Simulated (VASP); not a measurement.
Input of a VASP 6.6.1 run:

Contents of INCAR:

```
SYSTEM = Yb3BP3
PREC     = Accurate       ! precision mode
ENCUT    = 520            ! plane-wave cutoff, eV
EDIFF    = 1E-6           ! SCF threshold, eV
ISMEAR   = 0              ! smearing method
SIGMA    = 0.1            ! smearing width, eV
LREAL    = .False.        ! projectors in reciprocal space
LASPH    = .True.         ! aspherical terms in the spheres
NELM     = 150            ! most SCF steps
ALGO     = Normal         ! electronic algorithm
ISIF     = 2              ! what is computed and relaxed
LWAVE    = .False.        ! write WAVECAR
LCHARG   = .False.        ! write CHGCAR
ISPIN    = 2              ! spin polarisation
MAGMOM   = 1 1 1 0 0 0 0  ! initial moments
LORBIT   = 11             ! projections on sites
LMAXMIX  = 6              ! l up to which the mixer works
GGA      = PE             ! functional
NBANDS   = 58             ! bands
```

KPOINTS

```
regular mesh
0
Gamma
  4 4 4
  0 0 0
```

POSCAR

```
Yb3BP3
1.0
    5.4487901162      0.0000000000      0.0000000000
    0.0000000000      5.4487901162      0.0000000000
    0.0000000000      0.0000000000      5.4487901162
Yb B P
3 1 3
Direct
    0.5000000000      0.5000000000      0.0000000000
    0.0000000000      0.5000000000      0.5000000000
    0.5000000000      0.0000000000      0.5000000000
    0.5000000000      0.5000000000      0.5000000000
    0.5000000000      0.0000000000      0.0000000000
    0.0000000000      0.5000000000      0.0000000000
    0.0000000000      0.0000000000      0.5000000000
```

Potentials or basis: VASP PAW PBE potentials, release 64 (Yb, B, P).

Run with:

```sh
$ cat potpaw_PBE.64/Yb/POTCAR potpaw_PBE.64/B/POTCAR potpaw_PBE.64/P/POTCAR > POTCAR
$ mpirun -np 1 vasp_std > vasp.out
```

Question: Estimate the site moments.

Answer: Yb -0.01; B -0.04; P -0.00 μB.

Question: Estimate the net moment.

Answer: -0.16 μB per cell.

 The state reached can hang on the start; a lower one may exist.
